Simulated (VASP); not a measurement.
Input of a VASP 6.6.1 run:

POSCAR

```
NaH
1.0
    0.0000000000      1.9131620544      1.9131620544
    1.9131620544      0.0000000000      1.9131620544
    1.9131620544      1.9131620544      0.0000000000
Na H
1 1
Direct
    0.0000000000      0.0000000000      0.0000000000
    0.2500000000      0.2500000000      0.2500000000
```

Contents of INCAR.step1:

```
PREC = Accurate
ENCUT = 520
ISMEAR = -1
SIGMA = 0.1
LREAL = F
LASPH = T
NELM = 60
NBANDS = 11
GGA = PE
ALGO = Normal
EDIFF = 1E-4
LWAVE = T
LCHARG = F
```

The input INCAR.step2:

```
PREC = Accurate
ENCUT = 520
EDIFF = 1E-7
ISMEAR = -1
SIGMA = 0.1
LREAL = F
LASPH = T
NELM = 60
ALGO = Normal
ISIF = 2
LWAVE = F
LCHARG = F
METAGGA = R2SCAN
LMIXTAU = T
NBANDS = 11
ISTART = 1
```

KPOINTS

```
Automatic mesh
0
Gamma
  16 16 16
```

Potentials or basis: VASP PAW PBE potentials, release 64 (Na_pv, H).

Launch:

```bash
$ cat potpaw_PBE.64/Na_pv/POTCAR potpaw_PBE.64/H/POTCAR > POTCAR
$ cp INCAR.step1 INCAR
$ mpirun -np 1 vasp_std > vasp.out
$ cp INCAR.step2 INCAR
$ mpirun -np 1 vasp_std > vasp.out
```

What does it give for the pressure?

91.7 GPa.

Predict the band gap on the k mesh.

4.74 eV (least direct gap 6.22 eV).

Caveat: the cell stands under pressure; the PAW data sets were made with another functional, which shifts forces and pressure a little. A k mesh can miss the band edges.
